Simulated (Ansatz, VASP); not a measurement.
**Two plane-wave programs on LiH**

```xyz
2
Lattice="0.0000 2.0368 2.0368 2.0368 0.0000 2.0368 2.0368 2.0368 0.0000" Properties=species:S:1:pos:R:3 pbc="T T T"
Li    0.0000    0.0000    0.0000
H     2.0368    2.0368    2.0368
```

Alike in both runs: task single point; functional PBEsol; k mesh 16 × 16 × 16; occupations gaussian, width 0.05 eV; no spin polarisation.

|  | VASP | Ansatz |
| --- | --- | --- |
| version | VASP 6.6.1 | Ansatz 0.2.0 |
| potentials or method | VASP PAW PBE potentials, release 64 (Li_sv, H), cutoff 520 eV | scalar-relativistic, plane waves, PAW |
| valence electrons in the cell | 4 | 4 |

|  | VASP | Ansatz | Ansatz less VASP |
| --- | --- | --- | --- |
| gap on the k mesh at the Fermi level (eV) | 2.78 | 2.79 | +0.001 |

VASP's potentials were made for PBE, not for PBEsol. The functional is the same, so the differences come from potentials, cutoffs and numerics.

Noted on VASP's run: the cutoff is short for stress, so the pressure is rough.
